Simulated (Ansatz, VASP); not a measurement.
**SnO in VASP and in Ansatz**

File INCAR:

```
SYSTEM = SnO
PREC     = Accurate       ! precision mode
ENCUT    = 520            ! plane-wave cutoff, eV
EDIFF    = 1E-6           ! SCF threshold, eV
ISMEAR   = 0              ! smearing method
SIGMA    = 0.05           ! smearing width, eV
LREAL    = .False.        ! projectors in reciprocal space
LASPH    = .True.         ! aspherical terms in the spheres
NELM     = 80             ! most SCF steps
ALGO     = Normal         ! electronic algorithm
ISIF     = 2              ! what is computed and relaxed
LWAVE    = .False.        ! write WAVECAR
LCHARG   = .True.         ! write CHGCAR
LDIPOL   = .True.       
IDIPOL   = 3            
DIPOL    = 0.5 0.5 0.404
GGA      = PE             ! functional
IVDW     = 12             ! dispersion correction
LELF     = .True.         ! ELF
LVHAR    = .True.       
LVACPOTAV= .True.       
NBANDS   = 50             ! bands
```

KPOINTS

```
regular mesh
0
Gamma
  7 7 1
  0 0 0
```

POSCAR

```
SnO
1.0
    3.8205591572     -0.0000144285      0.0000000000
    0.0000145032      3.8205591572      0.0000000000
    0.0000000000      0.0000000000     22.2281056610
Sn O
4 4
Direct
    0.7499972356      0.2500027644      0.2024464014
    0.2499972356      0.7500027644      0.3088006209
    0.3749972356      1.2500027644      0.5000000000
    0.8749972356      0.7500027644      0.6063542196
    0.2499972356      0.2500027644      0.2556235111
    0.7499972356      0.7500027644      0.2556235111
    0.8749972356      1.2500027644      0.5531771098
    0.3749972356      0.7500027644      0.5531771098
```

Input for Ansatz:

```yaml
crystal:
  lattice:
    - [3.8205591572, -1.44285e-05, 0.0]
    - [1.45032e-05, 3.8205591572, 0.0]
    - [0.0, 0.0, 22.228105661]
  atoms:
    - { symbol: Sn, position: [0.7499972356, 0.2500027644, 0.2024464014] }
    - { symbol: O, position: [0.2499972356, 0.2500027644, 0.2556235111] }
    - { symbol: O, position: [0.7499972356, 0.7500027644, 0.2556235111] }
    - { symbol: Sn, position: [0.2499972356, 0.7500027644, 0.3088006209] }
    - { symbol: Sn, position: [0.3749972356, 1.2500027644, 0.5] }
    - { symbol: O, position: [0.8749972356, 1.2500027644, 0.5531771098] }
    - { symbol: O, position: [0.3749972356, 0.7500027644, 0.5531771098] }
    - { symbol: Sn, position: [0.8749972356, 0.7500027644, 0.6063542196] }
basis:
  ecutwfc: 420
kpoints:
  mp_grid: { grid: [7, 7, 1] }
hamiltonian:
  xc: pbe
  dispersion: d3bj
scf:
  occupations: { method: gaussian, width: 0.05 }
output:
  forces: true
  eigenvalues: true
efield:
  axis: 3
  dipole_correction: true
  ramp_width: 0.04
```

Alike in both runs: task single point; functional PBE; dispersion D3(BJ); k mesh 7 × 7 × 1; occupations gaussian, width 0.05 eV; no spin polarisation.

|  | VASP | Ansatz |
| --- | --- | --- |
| version | VASP 6.6.1 | Ansatz 0.2.0 |
| potentials or method | VASP PAW PBE potentials, release 64 (Sn_d, O), cutoff 520 eV | scalar-relativistic, plane waves, PAW |
| valence electrons in the cell | 80 | 80 |

|  | VASP | Ansatz | Ansatz less VASP |
| --- | --- | --- | --- |
| gap on the k mesh at the Fermi level (eV) | 2.55 | 2.56 | +0.007 |
| least direct gap on the mesh (eV) | 2.58 | 2.62 | +0.039 |
| rms of the force components (eV/Å) | 0.045 | 0.017 | -0.0283 |

Ansatz's warnings: structure snapped to symmetry.
